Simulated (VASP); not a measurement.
# AlAs in VASP: single point with PBE

Aim: the single point of AlAs with PBE.

Program: VASP 6.6.1. These are calculated values, not measurements. Logs are shortened: lines on timing, memory, paths and dates and some standing lists are left out, and cuts for length are marked.

### Step 1. The cell of the first run

The cell holds a slab with vacuum, 16 atoms: a = 8.027 Å, b = 8.027 Å, c = 16.735 Å, α = 90.00°, β = 90.00°, γ = 60.00°.

### Step 2. Single point, PBE

The input, INCAR:

```
SYSTEM = AlAs
ALGO = Normal
EDIFF = 1E-7
ENCUT = 520
GGA = PE
ISIF = 2
ISMEAR = -1
LASPH = .True.
LCHARG = .False.
LREAL = Auto
LWAVE = .False.
NBANDS = 46
NELM = 80
PREC = Accurate
SIGMA = 0.05
```

The input, KPOINTS:

```
k-points
0
Gamma
  2 2 1
  0 0 0
```

The input, POSCAR:

```
AlAs
1.0
    8.0267958574      0.0000000000      0.0000000000
    4.0133979287      6.9514091235      0.0000000000
    0.0000000000      0.0000000000     16.7346200000
Al As
8 8
Direct
    0.0000000000      0.0000000000      0.0597564000
    0.0000000000      0.5000000000      0.0597564000
    0.5000000000      0.0000000000      0.0597564000
    0.5000000000      0.5000000000      0.0597564000
    0.6666666667      0.6666666667      0.2617341883
    0.6666666667      0.1666666667      0.2617341883
    0.1666666667      0.6666666667      0.2617341883
    0.1666666667      0.1666666667      0.2617341883
    0.0000000000      0.0000000000      0.2086353922
    0.0000000000      0.5000000000      0.2086353922
    0.5000000000      0.0000000000      0.2086353922
    0.5000000000      0.5000000000      0.2086353922
    0.6666666667      0.6666666667      0.4075937684
    0.6666666667      0.1666666667      0.4075937684
    0.1666666667      0.6666666667      0.4075937684
    0.1666666667      0.1666666667      0.4075937684
```

Potentials or basis: VASP PAW PBE potentials, release 64 (Al, As).

Launch:

```sh
> cat potpaw_PBE.64/Al/POTCAR potpaw_PBE.64/As/POTCAR > POTCAR
> mpirun -np 1 vasp_std > vasp.out
```

OUTCAR:

```text
SYSTEM = AlAs
   EDIFF = 1E-7
   ENCUT = 520
   GGA = PE
   ISIF = 2
   ISMEAR = -1
   LASPH = .True.
   LREAL = Auto
   NELM = 80
   PREC = Accurate

 ion  position               nearest neighbor table
   1  0.000  0.000  0.060-   9 2.49
   2  0.000  0.500  0.060-  10 2.49
   3  0.500  0.000  0.060-  11 2.49
   4  0.500  0.500  0.060-  12 2.49
   5  0.667  0.667  0.262-  13 2.44  11 2.48  10 2.48  12 2.48
   6  0.667  0.167  0.262-  14 2.44  12 2.48   9 2.48  11 2.48
   7  0.167  0.667  0.262-  15 2.44   9 2.48  12 2.48  10 2.48
   8  0.167  0.167  0.262-  16 2.44  10 2.48  11 2.48   9 2.48
   9  0.000  0.000  0.209-   7 2.48   6 2.48   8 2.48   1 2.49
  10  0.000  0.500  0.209-   8 2.48   5 2.48   7 2.48   2 2.49
  11  0.500  0.000  0.209-   5 2.48   8 2.48   6 2.48   3 2.49
  12  0.500  0.500  0.209-   6 2.48   7 2.48   5 2.48   4 2.49
  13  0.667  0.667  0.408-   5 2.44
  14  0.667  0.167  0.408-   6 2.44
  15  0.167  0.667  0.408-   7 2.44
  16  0.167  0.167  0.408-   8 2.44

  LATTYP: Found a hexagonal cell.
 ALAT       =     8.0267958574
 C/A-ratio  =     2.0848443510

  Lattice vectors:

 A1 = (  -4.0133979287,  -6.9514091235,   0.0000000000)
 A2 = (   8.0267958574,   0.0000000000,   0.0000000000)
 A3 = (   0.0000000000,   0.0000000000,  16.7346200000)

Analysis of symmetry for initial positions (statically):
=====================================================================
 Subroutine PRICEL returns following result:

  LATTYP: Found a hexagonal cell.
 ALAT       =     4.0133979287
 C/A-ratio  =     4.1696887020

  Lattice vectors:

 A1 = (  -2.0066989644,  -3.4757045618,   0.0000000000)
 A2 = (   4.0133979287,   0.0000000000,   0.0000000000)
 A3 = (   0.0000000000,   0.0000000000,  16.7346200000)

   4 primitive cells build up your supercell.

 Routine SETGRP: Setting up the symmetry group for a
 hexagonal supercell.

 Subroutine GETGRP returns: Found  6 space group operations
 (whereof  6 operations were pure point group operations)
 out of a pool of 24 trial point group operations.

The static configuration has the point symmetry C_3v.

Analysis of symmetry for dynamics (positions and initial velocities):
=====================================================================
 Subroutine PRICEL returns following result:

  LATTYP: Found a hexagonal cell.
 ALAT       =     4.0133979287
 C/A-ratio  =     4.1696887020

  Lattice vectors:

 A1 = (  -2.0066989644,  -3.4757045618,   0.0000000000)
 A2 = (   4.0133979287,   0.0000000000,   0.0000000000)
 A3 = (   0.0000000000,   0.0000000000,  16.7346200000)

   4 primitive cells build up your supercell.

 Routine SETGRP: Setting up the symmetry group for a
 hexagonal supercell.

 Subroutine GETGRP returns: Found  6 space group operations
 (whereof  6 operations were pure point group operations)
 out of a pool of 24 trial point group operations.

The dynamic configuration has the point symmetry C_3v.

 Subroutine INISYM returns: Found  6 space group operations
 (whereof  6 operations are pure point group operations),
 and found     4 'primitive' translations

----------------------------------------------------------------------------------------

                                     Primitive cell

  volume of cell :     233.4377

  direct lattice vectors                    reciprocal lattice vectors
    -2.006698964 -3.475704562  0.000000000     0.000000000 -0.287711450  0.000000000
     4.013397929  0.000000000  0.000000000     0.249165425 -0.143855725  0.000000000
     0.000000000  0.000000000 16.734620000     0.000000000  0.000000000  0.059756361

  length of vectors
     4.013397929  4.013397929 16.734620000     0.287711450  0.287711450  0.059756361

  position of ions in fractional coordinates (direct lattice)
     0.000000000  0.000000000  0.059756400
     0.666666667  0.333333333  0.261734188
     0.000000000  0.000000000  0.208635392
     0.666666667  0.333333333  0.407593768

  ion indices of the primitive-cell ions
   primitive index   ion index
                 1           1
                 2           8
                 3           9
                 4          16

----------------------------------------------------------------------------------------

 KPOINTS: k-points

Automatic generation of k-mesh.
 Grid dimensions read from file:
 generate k-points for:    2    2    1

 Generating k-lattice:

  Cartesian coordinates                     Fractional coordinates (reciprocal lattice)
     0.062291356 -0.035963931  0.000000000     0.500000000  0.000000000  0.000000000
     0.000000000  0.071927863  0.000000000     0.000000000  0.500000000  0.000000000
     0.000000000  0.000000000  0.059756361     0.000000000  0.000000000  1.000000000

  Length of vectors
     0.071927863  0.071927863  0.059756361

  Shift w.r.t. Gamma in fractional coordinates (k-lattice)
     0.000000000  0.000000000  0.000000000

 Subroutine IBZKPT returns following result:
 ===========================================

 Found      2 irreducible k-points:

 Following reciprocal coordinates:
            Coordinates               Weight
  0.000000  0.000000  0.000000      1.000000
  0.500000  0.000000  0.000000      3.000000
   k-points           NKPTS =      2   k-points in BZ     NKDIM =      2   number of bands    NBANDS=     46
   number of dos      NEDOS =    301   number of ions     NIONS =     16
   total plane-waves  NPLWV = 453600
   dimension x,y,z NGX =    60 NGY =   60 NGZ =  126
   dimension x,y,z NGXF=   120 NGYF=  120 NGZF=  252
   ions per type =               8   8
   NGX,Y,Z   is equivalent  to a cutoff of  12.43, 12.43, 12.52 a.u.
   NGXF,Y,Z  is equivalent  to a cutoff of  24.85, 24.85, 25.03 a.u.
 SYSTEM =  AlAs
   PREC   = accura    normal or accurate (medium, high low for compatibility)
   ISTART =      0    job   : 0-new  1-cont  2-samecut
   ICHARG =      2    charge: 1-file 2-atom 10-const
   ISPIN  =      1    spin polarized calculation?
   LNONCOLLINEAR =      F non collinear calculations
   LSORBIT =      F    spin-orbit coupling
   LASPH  =      T    aspherical Exc in radial PAW
   ENCUT  =  520.0 eV  38.22 Ry    6.18 a.u.  14.92 14.92 31.12*2*pi/ulx,y,z
   NELM   =     80;   NELMIN=  2; NELMDL= -5     # of ELM steps
   EDIFF  = 0.1E-06   stopping-criterion for ELM
   LREAL  =      T    real-space projection
   EDIFFG = 0.1E-05   stopping-criterion for IOM
   NSW    =      0    number of steps for IOM
   IBRION =     -1    ionic relax: 0-MD 1-quasi-New 2-CG
   NFREE  =      0    steps in history (QN), initial steepest desc. (CG)
   ISIF   =      2    stress and relaxation
   ISYM   =      2    0-nonsym 1-usesym 2-fastsym
   POTIM  = 0.5000    time-step for ionic-motion
   TEBEG  =    0.0;   TEEND  =   0.0 temperature during run
   PSTRESS=    0.0 pullay stress
   NELECT =      64.0000    total number of electrons
   NUPDOWN=      -1.0000    fix difference up-down
   EMIN   =  10.00;   EMAX   =-10.00  energy-range for DOS
   EFERMI =   0.00;   METHOD = LEGACY
   ISMEAR =    -1;   SIGMA  =   0.05  broadening in eV -4-tet -1-fermi 0-gaus
   EFERMI_NEDOS =   21; number of points for ismear=-14 and -15
   IALGO  =     38    algorithm
   IMIX   =      4    mixing-type and parameters
     AMIX     =   0.40;   BMIX     =  1.00
     AMIX_MAG =   1.60;   BMIX_MAG =  1.00
  volume/ion in A,a.u.               =      58.36       393.83
  Fermi-wavevector in a.u.,A,eV,Ry     =   0.669974  1.266067  6.107178  0.448865
  Thomas-Fermi vector in A             =   1.745351
   LORBIT       =      0    0 simple, 1 ext, 2 COOP (PROOUT), +10 PAW based schemes
   GGA     = PE    functional components
   LHFCALC =     F    Hartree Fock is set to
   AEXX    =    0.0000 exact exchange contribution
   IVDW    =     0    specifies the selected vdW correction
   LEPSILON=     F    determine dielectric tensor
   LRPA    =     F    only Hartree local field effects (RPA)
 non-spin polarized calculation
  energy-cutoff  :      520.00
  volume of cell :      933.75
 maximum number of plane-waves:     25108
 NGX is ok and might be reduce to    60
   NGX = 29   NGY = 29   NGZ = 63

 number of electron      63.9999996 magnetization

 Free energy of the ion-electron system (eV)
  ---------------------------------------------------
  ext. energy  EPLUGINS =         0.00000000
  ---------------------------------------------------
  free energy    TOTEN  =       -57.58351026 eV

  energy without entropy =      -57.42234317  energy(sigma->0) =      -57.50292672

 E-fermi :  -1.4815     XC(G=0):  -4.8930

 val. band max:       -1.5656991382   @ k =   0.5000   0.0000   0.0000
 cond. band min:      -1.4808312964   @ k =   0.0000   0.0000   0.0000
 fundamental gap:      0.0848678418
 Fermi energy:        -1.4814617334

 k-point     1 :       0.0000    0.0000    0.0000
  band No.  band energies     occupation
      1     -12.8236      2.00000
      2     -11.7181      2.00000
      3     -11.7181      2.00000
      4     -11.7181      2.00000
      5     -11.3590      2.00000
      6     -10.9131      2.00000
[... 36 lines left out ...]
     43       0.9577      0.00000
     44       1.7594      0.00000

 k-point     2 :       0.5000    0.0000    0.0000
  band No.  band energies     occupation
      1     -12.3682      2.00000
      2     -12.3682      2.00000
      3     -11.7415      2.00000
      4     -11.7415      2.00000
      5     -11.1244      2.00000
      6     -11.1244      2.00000
[... 36 lines left out ...]
     43       1.5477      0.00000
     44       1.5477      0.00000
 [bands above 44 left out]

------------------------ aborting loop because EDIFF is reached ----------------------------------------

  FORCE on cell =-STRESS in cart. coord.  units (eV):
  Direction    XX          YY          ZZ          XY          YZ          ZX
  --------------------------------------------------------------------------------------
  -------------------------------------------------------------------------------------
  Total      -11.8136761    -11.8136761     -0.0430645     -0.0000000     -0.0000000     -0.0000000
  in kB      -20.2705120    -20.2705120     -0.0738922     -0.0000000     -0.0000000     -0.0000000
  external PRESSURE =     -13.5383054 kB  Pullay stress =       0.0000000 kB

 VOLUME and BASIS-vectors are now :
 -----------------------------------------------------------------------------
  energy-cutoff  :      520.00
  volume of cell :      933.75
      direct lattice vectors                 reciprocal lattice vectors
     8.026795857  0.000000000  0.000000000     0.124582712 -0.071927863  0.000000000
     4.013397929  6.951409124  0.000000000     0.000000000  0.143855725  0.000000000
     0.000000000  0.000000000 16.734620000     0.000000000  0.000000000  0.059756361

 POSITION                                       TOTAL-FORCE (eV/Angst)
 -----------------------------------------------------------------------------------
      0.00000      0.00000      1.00000        -0.000000     -0.000000     -0.022193
      2.00670      3.47570      1.00000        -0.000000     -0.000000     -0.022193
      4.01340      0.00000      1.00000        -0.000000     -0.000000     -0.022193
      6.02010      3.47570      1.00000        -0.000000     -0.000000     -0.022193
      8.02680      4.63427      4.38002         0.000000      0.000000      0.010889
      6.02010      1.15857      4.38002         0.000000      0.000000      0.010889
[... 8 lines left out ...]
      4.01340      4.63427      6.82093        -0.000000     -0.000000     -0.023168
      2.00670      1.15857      6.82093        -0.000000     -0.000000     -0.023168
 -----------------------------------------------------------------------------------
    total drift:                                0.000001      0.000001      0.032449

  FREE ENERGIE OF THE ION-ELECTRON SYSTEM (eV)
  ---------------------------------------------------
  free  energy   TOTEN  =       -57.5835102606 eV

  energy  without entropy=      -57.4223431731  energy(sigma->0) =      -57.50292672
```

Wall time 4.9 min (1 thread of Intel Xeon Platinum 8488C (Sapphire Rapids), shared host); peak memory 0.81 GiB.

What came out:

```
Free energy            : -57.5835 eV
Largest force          : 0.034 eV/Å
Band gap on the k mesh : zero (filled and empty bands touch)
```

Forces on the atoms (eV/Å):
```
Al   0.000  0.000 -0.022
Al   0.000  0.000 -0.022
Al   0.000  0.000 -0.022
Al   0.000  0.000 -0.022
Al   0.000  0.000  0.011
Al   0.000  0.000  0.011
Al   0.000  0.000  0.011
Al   0.000  0.000  0.011
As   0.000  0.000  0.034
As   0.000  0.000  0.034
As   0.000  0.000  0.034
As   0.000  0.000  0.034
As   0.000  0.000 -0.023
As   0.000  0.000 -0.023
As   0.000  0.000 -0.023
As   0.000  0.000 -0.023
```

Levels at points of the mesh, in eV from the Fermi level:
| k point | band 29 | band 30 | band 31 | band 32 | band 33 | band 34 |
| --- | --- | --- | --- | --- | --- | --- |
| (0.00, 0.00, 0.00) | -0.25 | -0.25 | -0.25 | 0.00 | 0.00 | 0.00 |
| (0.50, 0.00, 0.00) | -0.52 | -0.52 | -0.08 | -0.08 | 0.12 | 0.12 |

Caveat: the k points lie up to 0.45 Å⁻¹ apart; there is no dipole correction, which matters where the two faces differ.

The gap in the log of VASP goes by the Fermi energy; the results here count the filled bands.